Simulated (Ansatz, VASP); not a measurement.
## Rh: VASP beside Ansatz

```xyz
2
Lattice="2.6507 0.0000 0.0000 -1.3254 2.2956 0.0000 0.0000 0.0000 4.2720" Properties=species:S:1:pos:R:3 pbc="T T T"
Rh    0.0000    1.5304    1.0680
Rh    1.3254    0.7652    3.2040
```

Alike in both runs: task single point; functional PBE; k mesh 22 × 22 × 12; occupations fermi-dirac, width 0.1 eV; no spin polarisation.

|  | VASP | Ansatz |
| --- | --- | --- |
| version | VASP 6.6.1 | Ansatz 0.2.0 |
| potentials or method | VASP PAW PBE potentials, release 64 (Rh_pv), cutoff 520 eV | plane waves (420 eV) with PAW, scalar-relativistic |
| valence electrons in the cell | 30 | 34 |

```csv
,VASP,Ansatz,Ansatz less VASP
pressure (GPa),26.1,26.0,-0.06
"traceless stress, the component that is largest in VASP (GPa)",0.70,0.69,-0.010
```

The functional is the same, so the differences come from potentials, cutoffs and numerics. VASP's potentials hold 30 valence electrons a cell and Ansatz's 34, so a difference there can come from the potentials and not from the codes.
